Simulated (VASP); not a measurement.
Input of a VASP 6.6.1 run:

File INCAR:

```
PREC = Accurate
ENCUT = 520
EDIFF = 1E-6
ISMEAR = 0
SIGMA = 0.15
LREAL = False
LASPH = True
NELM = 100
ALGO = Normal
ISIF = 2
LWAVE = False
LCHARG = True
GGA = PE
LELF = True
LVHAR = True
NBANDS = 35
```

KPOINTS

```
regular mesh
0
Gamma
  3 3 2
```

The input POSCAR:

```
LaTlCl4
1.0
    4.9086495705      0.0000000000      0.0000000000
    0.0000000000      4.9086495705      0.0000000000
    0.0000000000      0.0000000000      7.6663281158
La Tl Cl
1 1 4
Direct
    0.0000000000      0.0000000000      0.0000000000
    0.5000000000      0.5000000000      0.5000000000
    0.5000000000      0.0000000000      0.7850431133
    0.0000000000      0.5000000000      0.2149568867
    0.5000000000      0.0000000000      0.2149568867
    0.0000000000      0.5000000000      0.7850431133
```

Potentials or basis: VASP PAW PBE potentials, release 64 (La, Tl_d, Cl).

Command:

```sh
$ cat potpaw_PBE.64/La/POTCAR potpaw_PBE.64/Tl_d/POTCAR potpaw_PBE.64/Cl/POTCAR > POTCAR
$ mpirun -np 1 vasp_std > vasp.out
```

Predict the band gap on the k mesh.

3.23 eV (least direct gap 3.25 eV).

Predict the largest force.

0.017 eV/Å.

What does it give for the pressure?

-0.1 GPa.

Forces in eV/Å, atoms in the order of the input:
```
La   0.000  0.000  0.000
Tl   0.000  0.000  0.000
Cl   0.000  0.000  0.017
Cl   0.000  0.000 -0.017
Cl   0.000  0.000 -0.017
Cl   0.000  0.000  0.017
```

Caveat: the k points lie up to 0.43 Å⁻¹ apart; spin-orbit coupling is left out, which moves the levels of the heavy elements. A k mesh can miss the band edges.
